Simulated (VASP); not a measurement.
# SnSe2 (P-3m1) in VASP: settings compared

The runs below take SnSe2 through single point, with PBE-based global hybrid with 10 % exact exchange, PBE-based global hybrid with 25 % exact exchange.

Program: VASP 6.6.1. These are calculated values, not measurements. Logs are shortened: lines on timing, memory, paths and dates and some standing lists are left out, and cuts for length are marked.

**1. The cell of the first run**

The structure is trigonal, space group P-3m1 (No. 164). The conventional cell has a = 3.811 Å, b = 3.811 Å, c = 6.136 Å, α = 90.00°, β = 90.00°, γ = 120.00°. Within 3.5 Å of Sn (site symmetry -3m) lie 6 Se at 2.68 Å. Se (site symmetry 3m) has 3 Sn at 2.68 Å within 3.5 Å.

**2. Single point, PBE-based global hybrid with 10 % exact exchange**

The input, POSCAR:

```
SnSe2
1.0
    3.8110000000      0.0000000000      0.0000000000
   -1.9055000000      3.3004200000      0.0000000000
    0.0000000000      0.0000000000      6.1360000000
Sn Se
1 2
Direct
    0.0000000000      0.0000000000      0.0000000000
    0.3333333333      0.6666666667      0.2490000000
    0.6666666667      0.3333333333      0.7510000000
```

The input, INCAR.step1:

```
PREC = Accurate ; ENCUT = 400
EDIFF = 1E-5 ; ISMEAR = -1
SIGMA = 0.05 ; LREAL = False
LASPH = True ; NELM = 120
ALGO = Normal ; ISIF = 2
LWAVE = True ; LCHARG = False
NBANDS = 20 ; GGA = PE
GGA_COMPAT = False
```

The input, INCAR.step2:

```
PREC = Accurate ; ENCUT = 400
EDIFF = 1E-6 ; ISMEAR = -1
SIGMA = 0.05 ; LREAL = False
LASPH = True ; NELM = 120
ALGO = Normal ; ISIF = 2
LWAVE = False ; LCHARG = False
GGA = PE ; LHFCALC = True
AEXX = 0.1 ; PRECFOCK = Normal
NBANDS = 20 ; ISTART = 1
GGA_COMPAT = False
```

The input, KPOINTS:

```
regular mesh
0
Gamma
  6 6 2
```

Potentials or basis: VASP PAW PBE potentials, release 64 (Sn_d, Se).

Command:

```sh
> cat potpaw_PBE.64/Sn_d/POTCAR potpaw_PBE.64/Se/POTCAR > POTCAR
> cp INCAR.step1 INCAR
> mpirun -np 1 vasp_std > vasp.out
> cp INCAR.step2 INCAR
> mpirun -np 1 vasp_std > vasp.out
```

OUTCAR:

```text
PREC = Accurate
   ENCUT = 400
   EDIFF = 1E-6
   ISMEAR = -1
   LREAL = False
   LASPH = True
   NELM = 120
   ISIF = 2
   GGA = PE
   LHFCALC = True
   AEXX = 0.1
   PRECFOCK = Normal
   ISTART = 1

 ion  position               nearest neighbor table
   1  0.000  0.000  0.000-   2 2.68   3 2.68   3 2.68   2 2.68   3 2.68   2 2.68
   2  0.333  0.667  0.249-   1 2.68   1 2.68   1 2.68
   3  0.667  0.333  0.751-   1 2.68   1 2.68   1 2.68

  LATTYP: Found a hexagonal cell.
 ALAT       =     3.8110000000
 C/A-ratio  =     1.6100760955

  Lattice vectors:

 A1 = (   3.8110000000,   0.0000000000,   0.0000000000)
 A2 = (  -1.9055000000,   3.3004200000,   0.0000000000)
 A3 = (   0.0000000000,   0.0000000000,   6.1360000000)

Analysis of symmetry for initial positions (statically):
=====================================================================
 Subroutine PRICEL returns:
 Original cell was already a primitive cell.

 Routine SETGRP: Setting up the symmetry group for a
 hexagonal supercell.

 Subroutine GETGRP returns: Found 12 space group operations
 (whereof 12 operations were pure point group operations)
 out of a pool of 24 trial point group operations.

The static configuration has the point symmetry D_3d.

Analysis of symmetry for dynamics (positions and initial velocities):
=====================================================================
 Subroutine PRICEL returns:
 Original cell was already a primitive cell.

 Routine SETGRP: Setting up the symmetry group for a
 hexagonal supercell.

 Subroutine GETGRP returns: Found 12 space group operations
 (whereof 12 operations were pure point group operations)
 out of a pool of 24 trial point group operations.

The dynamic configuration has the point symmetry D_3d.

 Subroutine INISYM returns: Found 12 space group operations
 (whereof 12 operations are pure point group operations),
 and found     1 'primitive' translations

----------------------------------------------------------------------------------------

                                     Primitive cell

  volume of cell :      77.1780
[... 79 lines left out ...]
   NELM   =    120;   NELMIN=  2; NELMDL=  0     # of ELM steps
   EDIFF  = 0.1E-05   stopping-criterion for ELM
   LREAL  =      F    real-space projection
   EDIFFG = 0.1E-04   stopping-criterion for IOM
   NSW    =      0    number of steps for IOM
   IBRION =     -1    ionic relax: 0-MD 1-quasi-New 2-CG
   NFREE  =      0    steps in history (QN), initial steepest desc. (CG)
   ISIF   =      2    stress and relaxation
   ISYM   =      3    0-nonsym 1-usesym 2-fastsym
   POTIM  = 0.5000    time-step for ionic-motion
   TEBEG  =    0.0;   TEEND  =   0.0 temperature during run
   PSTRESS=    0.0 pullay stress
   NELECT =      26.0000    total number of electrons
   NUPDOWN=      -1.0000    fix difference up-down
   EMIN   =  10.00;   EMAX   =-10.00  energy-range for DOS
   EFERMI =   0.00;   METHOD = LEGACY
   ISMEAR =    -1;   SIGMA  =   0.05  broadening in eV -4-tet -1-fermi 0-gaus
   EFERMI_NEDOS =   21; number of points for ismear=-14 and -15
   IALGO  =     38    algorithm
   IMIX   =      1    mixing-type and parameters
     AMIX     =   0.40;   BMIX     =  1.00
     AMIX_MAG =   1.60;   BMIX_MAG =  1.00
  volume/ion in A,a.u.               =      25.73       173.61
  Fermi-wavevector in a.u.,A,eV,Ry     =   1.139116  2.152618 17.654732  1.297586
  Thomas-Fermi vector in A             =   2.275820
   LORBIT       =      0    0 simple, 1 ext, 2 COOP (PROOUT), +10 PAW based schemes
   GGA     = PE    functional components
   LHFCALC =     T    Hartree Fock is set to
   PRECFOCK=normal    Normal, Fast or Accurate (Low or Medium for compatibility)
   ENCUT4O =  -1.0   cutoff for four orbital integrals eV
   NKREDX  =     1    reduce k-point grid by
   NKREDY  =     1    reduce k-point grid by
   NKREDZ  =     1    reduce k-point grid by
   AEXX    =    0.1000 exact exchange contribution
   HFSCREEN=    0.0000 screening length (either q_TF or 0.3 A-1)
   HFSCREENC=   0.0000 screening length for correlation (either q_TF or 0.3 A-1)
   ENCUTFOCK=  -1.0 apply spherical cutoff to Coloumb kernel
   IVDW    =     0    specifies the selected vdW correction
   LEPSILON=     F    determine dielectric tensor
   LRPA    =     F    only Hartree local field effects (RPA)
 non-spin polarized calculation
  energy-cutoff  :      400.00
  volume of cell :       77.18
 maximum number of plane-waves:      1422
 NGX is ok and might be reduce to    28
  NGX = 20; NGY = 20; NGZ = 32

 number of electron      26.0000015 magnetization

 Free energy of the ion-electron system (eV)
  ---------------------------------------------------
  ext. energy  EPLUGINS =         0.00000000
  ---------------------------------------------------
  free energy    TOTEN  =       -13.45160741 eV

  energy without entropy =      -13.45160729  energy(sigma->0) =      -13.45160735

 E-fermi :   4.5189     XC(G=0):  -8.6626

 val. band max:        3.7870270126   @ k =   0.0000   0.0000   0.0000
 cond. band min:       5.2129129332   @ k =   0.5000  -0.0000   0.5000
 fundamental gap:      1.4258859207
 Fermi energy:         4.5188757145

 k-point     1 :       0.0000    0.0000    0.0000
  band No.  band energies     occupation
      1     -18.3001      2.00000
      2     -18.3000      2.00000
      3     -18.2556      2.00000
      4     -18.2396      2.00000
      5     -18.2396      2.00000
      6     -10.7508      2.00000
[... 311 lines left out ...]
     19      13.5197      0.00000
     20      13.5964      0.00000

------------------------ aborting loop because EDIFF is reached ----------------------------------------

  FORCE on cell =-STRESS in cart. coord.  units (eV):
  Direction    XX          YY          ZZ          XY          YZ          ZX
  --------------------------------------------------------------------------------------
  -------------------------------------------------------------------------------------
  Total        1.8473897      1.8473865      2.4853348      0.0000000     -0.0000000      0.0000000
  in kB       38.3509021     38.3508367     51.5943300      0.0000000     -0.0000000      0.0000000
  external PRESSURE =      42.7653563 kB  Pullay stress =       0.0000000 kB

 VOLUME and BASIS-vectors are now :
 -----------------------------------------------------------------------------
  energy-cutoff  :      400.00
  volume of cell :       77.18
      direct lattice vectors                 reciprocal lattice vectors
     3.811000000  0.000000000  0.000000000     0.262398321  0.151495870  0.000000000
    -1.905500000  3.300420000  0.000000000     0.000000000  0.302991740  0.000000000
     0.000000000  0.000000000  6.136000000     0.000000000  0.000000000  0.162972621

 POSITION                                       TOTAL-FORCE (eV/Angst)
 -----------------------------------------------------------------------------------
      0.00000      0.00000      0.00000        -0.000000      0.000000      0.000000
     -0.00000      2.20028      1.52786        -0.000000      0.000000      0.607587
      1.90550      1.10014      4.60814         0.000000     -0.000000     -0.607587
 -----------------------------------------------------------------------------------
    total drift:                                0.000000      0.000000      0.000001

  FREE ENERGIE OF THE ION-ELECTRON SYSTEM (eV)
  ---------------------------------------------------
  free  energy   TOTEN  =       -13.4516074114 eV

  energy  without entropy=      -13.4516072876  energy(sigma->0) =      -13.45160735
```

OUTCAR.step1:

```text
PREC = Accurate
   ENCUT = 400
   EDIFF = 1E-5
   ISMEAR = -1
   LREAL = False
   LASPH = True
[... 534 lines left out ...]
      0.00000      0.00000      0.00000        -0.000000     -0.000000     -0.000000
     -0.00000      2.20028      1.52786         0.000000      0.000000      0.801515
      1.90550      1.10014      4.60814        -0.000000     -0.000000     -0.801515
 -----------------------------------------------------------------------------------
    total drift:                                0.000000      0.000000      0.000000

  FREE ENERGIE OF THE ION-ELECTRON SYSTEM (eV)
  ---------------------------------------------------
  free  energy   TOTEN  =       -11.7450087100 eV

  energy  without entropy=      -11.7449906848  energy(sigma->0) =      -11.74499970
```

OSZICAR.step1:

```text
N       E                     dE             d eps       ncg     rms          rms(c)
DAV:   1     0.180408428136E+03    0.18041E+03   -0.10538E+04   576   0.123E+03
DAV:   2     0.761030486151E+01   -0.17280E+03   -0.16698E+03   580   0.333E+02
DAV:   3    -0.114278966878E+02   -0.19038E+02   -0.18821E+02   724   0.104E+02
DAV:   4    -0.120041231043E+02   -0.57623E+00   -0.57531E+00   636   0.192E+01
DAV:   5    -0.120197803781E+02   -0.15657E-01   -0.15656E-01   776   0.325E+00    0.523E+00
DAV:   6    -0.117651087161E+02    0.25467E+00   -0.49555E-01   840   0.746E+00    0.338E+00
DAV:   7    -0.117446895184E+02    0.20419E-01   -0.16933E-01   672   0.262E+00    0.102E+00
DAV:   8    -0.117444577093E+02    0.23181E-03   -0.13006E-02   712   0.115E+00    0.292E-01
DAV:   9    -0.117449695054E+02   -0.51180E-03   -0.15671E-03   624   0.290E-01    0.890E-02
DAV:  10    -0.117449754924E+02   -0.59869E-05   -0.10907E-04   736   0.739E-02    0.344E-02
DAV:  11    -0.117450078873E+02   -0.32395E-04   -0.43361E-05   612   0.358E-02    0.653E-03
DAV:  12    -0.117450087100E+02   -0.82274E-06   -0.19635E-06   424   0.105E-02
   1 F= -.11745009E+02 E0= -.11745000E+02  d E =-.180252E-04
```

Run time: 22 min. Hardware: 1 thread of Intel Xeon Platinum 8375C at 2.90GHz (Ice Lake), shared host; peak memory 0.19 GiB.

What came out:

```
Free energy            : -13.4516 eV
Pressure               : 4.3 GPa
Largest force          : 0.608 eV/Å
Band gap on the k mesh : 1.43 eV (least direct gap 1.67 eV)
```

Forces in eV/Å, atoms in the order of the input:
```
Sn   0.000  0.000  0.000
Se   0.000  0.000  0.608
Se   0.000  0.000 -0.608
```

Levels at points of the mesh, in eV from the valence-band top:
```csv
k point,band 10,band 11,band 12,band 13,band 14,band 15,band 16,band 17
"(0.00, 0.00, 0.00)",-0.69,-0.36,-0.36,0.00,1.67,3.57,5.33,5.33
"(0.50, 0.00, 0.00)",-3.01,-2.76,-1.20,-0.28,1.71,4.44,6.10,6.20
"(0.00, 0.00, 0.50)",-0.79,-0.79,-0.20,-0.20,3.06,3.54,5.04,5.04
"(0.50, 0.00, 0.50)",-2.58,-2.05,-0.84,-0.69,1.43,4.91,5.52,6.49
```

Caveat: the k points lie up to 0.51 Å⁻¹ apart; the PAW data sets were made with another functional, which shifts forces and pressure a little; spin-orbit coupling is left out, which moves the levels of the heavy elements. A k mesh can miss the band edges.

**3. Single point, PBE-based global hybrid with 25 % exact exchange**

POSCAR is that of step 2.

The input, INCAR.step1:

```
SYSTEM = SnSe2
PREC = Accurate ; ENCUT = 400
EDIFF = 1E-5 ; ISMEAR = -1
SIGMA = 0.05 ; LREAL = .FALSE.
LASPH = .TRUE. ; NELM = 120
ALGO = Normal ; ISIF = 2
LWAVE = .TRUE. ; NBANDS = 20
GGA = PE ; GGA_COMPAT = .FALSE.
```

The input, INCAR.step2:

```
SYSTEM = SnSe2
PREC = Accurate ; ENCUT = 400
EDIFF = 1E-6 ; ISMEAR = -1
SIGMA = 0.05 ; LREAL = .FALSE.
LASPH = .TRUE. ; NELM = 120
ALGO = Normal ; ISIF = 2
LWAVE = .FALSE. ; LCHARG = .TRUE.
GGA = PE ; LHFCALC = .TRUE.
AEXX = 0.25 ; PRECFOCK = Normal
LELF = .TRUE. ; LVHAR = .TRUE.
NBANDS = 20 ; ISTART = 1
GGA_COMPAT = .FALSE.
```

The input, KPOINTS:

```
Automatic mesh
0
G
  6 6 2
  0 0 0
```

Potentials or basis: VASP PAW PBE potentials, release 64 (Sn_d, Se).

Command:

```sh
> cat potpaw_PBE.64/Sn_d/POTCAR potpaw_PBE.64/Se/POTCAR > POTCAR
> cp INCAR.step1 INCAR
> mpirun -np 1 vasp_std > vasp.out
> cp INCAR.step2 INCAR
> mpirun -np 1 vasp_std > vasp.out
```

OUTCAR:

```text
SYSTEM = SnSe2
   PREC = Accurate
   ENCUT = 400
   EDIFF = 1E-6
   ISMEAR = -1
   LREAL = .FALSE.
   LASPH = .TRUE.
   NELM = 120
   ISIF = 2
   GGA = PE
   LHFCALC = .TRUE.
   AEXX = 0.25
   PRECFOCK = Normal
   ISTART = 1

 ion  position               nearest neighbor table
   1  0.000  0.000  0.000-   2 2.68   3 2.68   3 2.68   2 2.68   3 2.68   2 2.68
   2  0.333  0.667  0.249-   1 2.68   1 2.68   1 2.68
[... 514 lines left out ...]
------------------------ aborting loop because EDIFF is reached ----------------------------------------

  FORCE on cell =-STRESS in cart. coord.  units (eV):
  Direction    XX          YY          ZZ          XY          YZ          ZX
  --------------------------------------------------------------------------------------
  -------------------------------------------------------------------------------------
  Total        0.9119684      0.9119668      1.6104979      0.0000000      0.0000000     -0.0000000
  in kB       18.9320157     18.9319834     33.4331455      0.0000000      0.0000000     -0.0000000
  external PRESSURE =      23.7657148 kB  Pullay stress =       0.0000000 kB

 VOLUME and BASIS-vectors are now :
 -----------------------------------------------------------------------------
  energy-cutoff  :      400.00
  volume of cell :       77.18
      direct lattice vectors                 reciprocal lattice vectors
     3.811000000  0.000000000  0.000000000     0.262398321  0.151495870  0.000000000
    -1.905500000  3.300420000  0.000000000     0.000000000  0.302991740  0.000000000
     0.000000000  0.000000000  6.136000000     0.000000000  0.000000000  0.162972621

 POSITION                                       TOTAL-FORCE (eV/Angst)
 -----------------------------------------------------------------------------------
      0.00000      0.00000      0.00000        -0.000000      0.000000      0.000000
     -0.00000      2.20028      1.52786        -0.000000      0.000000      0.321054
      1.90550      1.10014      4.60814         0.000000      0.000000     -0.321054
 -----------------------------------------------------------------------------------
    total drift:                               -0.000000      0.000000      0.000001

  FREE ENERGIE OF THE ION-ELECTRON SYSTEM (eV)
  ---------------------------------------------------
  free  energy   TOTEN  =       -16.0768993972 eV

  energy  without entropy=      -16.0768993972  energy(sigma->0) =      -16.07689940
```

Run time: 26 min. Hardware: 1 thread of Intel Xeon Platinum 8375C at 2.90GHz (Ice Lake), shared host; peak memory 0.19 GiB.

Results:

```
Free energy            : -16.0769 eV
Pressure               : 2.4 GPa
Largest force          : 0.321 eV/Å
Band gap on the k mesh : 2.30 eV (least direct gap 2.60 eV)
```

Forces in eV/Å, atoms in the order of the input:
```
Sn   0.000  0.000  0.000
Se   0.000  0.000  0.321
Se   0.000  0.000 -0.321
```

Stress tensor (GPa, compression positive):
```
1.89 0.00 0.00
0.00 1.89 0.00
0.00 0.00 3.34
```

Caveat: the k points lie up to 0.51 Å⁻¹ apart; the PAW data sets were made with another functional, which shifts forces and pressure a little; spin-orbit coupling is left out, which moves the levels of the heavy elements.
